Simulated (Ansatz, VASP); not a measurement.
## Two plane-wave programs on MgO

```
Mg O
1.0
    -0.01891    2.10955    2.10955
     2.10955   -0.01891    2.10955
     2.10955    2.10955   -0.01891
Mg O
1 1
Cartesian
  0.0000 0.0000 0.0000
  2.1001 2.1001 2.1001
```

Alike in both runs: task single point; functional PBEsol; k mesh 9 × 9 × 9; non-collinear spin, spin-orbit coupling.

```csv
,VASP,Ansatz
version,VASP 6.6.1,Ansatz 0.2.0
potentials or method,"VASP PAW PBE potentials, release 64 (Mg, O), cutoff 600 eV","plane waves, PAW"
occupations,"gaussian, width 0.01 eV",fixed
valence electrons in the cell,8,16
```

|  | VASP | Ansatz | Ansatz less VASP |
| --- | --- | --- | --- |
| net moment per atom (μB) | 0.00 | 0.00 | 0.000 |

VASP's potentials were made for PBE, not for PBEsol, and Ansatz warns of the same on its side. VASP's potentials hold 8 valence electrons a cell and Ansatz's 16, so a difference there can come from the potentials and not from the codes.
